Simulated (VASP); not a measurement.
A run of VASP 6.6.1 is set up as follows.

The input INCAR:

```
SYSTEM = MgO
  ALGO = Normal
  EDIFF = 1E-7
  ENCUT = 520
  GGA = CA
  ISIF = 2
  ISMEAR = -1
  LASPH = .TRUE.
  LCHARG = .FALSE.
  LREAL = .FALSE.
  LWAVE = .FALSE.
  NBANDS = 16
  NELM = 80
  PREC = Accurate
  SIGMA = 0.02
```

Contents of KPOINTS:

```
k-points
0
G
  7 7 4
  0 0 0
```

POSCAR

```
MgO
1.0
    3.3077869900      0.0000000000      0.0000000000
   -1.6538934900      2.8646275600      0.0000000000
    0.0000000000      0.0000000000      5.0327104867
Mg O
2 2
Direct
    0.3333333333      0.6666666667      0.0021597400
    0.6666666667      0.3333333333      0.5021597400
    0.3333333333      0.6666666667      0.4024402600
    0.6666666667      0.3333333333      0.9024402600
```

Potentials or basis: VASP PAW LDA potentials, release 64 (Mg, O).

Launch:

```console
$ cat potpaw_LDA.64/Mg/POTCAR potpaw_LDA.64/O/POTCAR > POTCAR
$ mpirun -np 1 vasp_std > vasp.out
```

Estimate the pressure.

-6.4 GPa.

What does it give for the largest force?

0.147 eV/Å.

Estimate the band gap on the k mesh.

3.32 eV, direct.

Forces on the atoms (eV/Å):
```
Mg   0.000  0.000  0.147
Mg   0.000  0.000  0.147
O    0.000  0.000 -0.147
O    0.000  0.000 -0.147
```

Expect the measured gap to be larger: semilocal functionals such as LDA lack the derivative discontinuity.
